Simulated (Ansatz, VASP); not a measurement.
Ti in VASP and in Ansatz

```
Ti
1.0
     0.00000    2.03000    1.72550
     2.03000    0.00000    1.72550
     2.03000    2.03000    0.00000
Ti
1
Direct
  0.00000 0.00000 0.00000
```

Change from the starting cell: strain -0.1500 x Voigt [0, 0, 1, 0, 0, 0], atoms carried along.

Alike in both runs: task single point; functional PBEsol; k mesh 20 × 20 × 20; occupations gaussian, width 0.15 eV; no spin polarisation.

```csv
,VASP,Ansatz
version,VASP 6.6.1,Ansatz 0.2.0
potentials or method,"VASP PAW PBE potentials, release 64 (Ti_sv), cutoff 520 eV","scalar-relativistic, plane waves, PAW"
valence electrons in the cell,12,12
```

Ansatz gave:

* gap on the k mesh at the Fermi level (eV): none
* pressure (GPa): 23.1
* traceless stress, the component that is largest in VASP (GPa): 1.29

Question: Estimate VASP's values.

Answer: gap on the k mesh at the Fermi level (eV): none; pressure (GPa): 22.5; traceless stress, the component that is largest in VASP (GPa): 1.33.

VASP's potentials were made for PBE, not for PBEsol. A gap of «none» marks a metal or a gap that the smearing closes.
